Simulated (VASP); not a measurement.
Runs of VASP 6.6.1 on Ir. The structure is that of space group Fm-3m (No. 225), or close to it. The cells are those of the table. 

```csv
cell,gap on the mesh (eV),pressure (GPa)
"a = 2.735, b = 2.735, c = 2.715 Å, angles 60.2, 60.2, 59.5°, 1 atom",none,-10.0
"a = 2.777, b = 2.777, c = 2.715 Å, angles 60.7, 60.7, 58.5°, 1 atom",none,-17.5
"a = 2.654, b = 2.654, c = 2.715 Å, angles 59.2, 59.2, 61.5°, 1 atom",none,(b)
"a = 2.756, b = 2.756, c = 2.715 Å, angles 60.5, 60.5, 59.0°, 1 atom",none,-14.8
"a = 2.674, b = 2.674, c = 2.715 Å, angles 59.5, 59.5, 61.0°, 1 atom",none,(c)
"a = 2.787, b = 2.787, c = 2.715 Å, angles 60.9, 60.9, 58.3°, 1 atom",none,-21.3
"a = 2.695, b = 2.695, c = 2.715 Å, angles 59.8, 59.8, 60.5°, 1 atom",none,1.3
"a = 2.797, b = 2.797, c = 2.715 Å, angles 61.0, 61.0, 58.1°, 1 atom",none,(a)
```

Alike in all rows: task single point; level LDA; potentials or basis VASP PAW LDA potentials, release 64 (Ir); no spin polarisation; k mesh 8 × 8 × 8; cutoff (eV) 520; smearing gaussian 0.15 eV.

Question: Estimate the missing entries.

Answer: (a) -22.8; (b) 15.4; (c) 7.9.

Caveats: spin-orbit coupling is left out, which moves the levels of the heavy elements.

A k mesh can miss the band edges, and the runs leave out spin-orbit coupling on Ir.

A gap of «none» marks levels without a gap at the run's occupations.
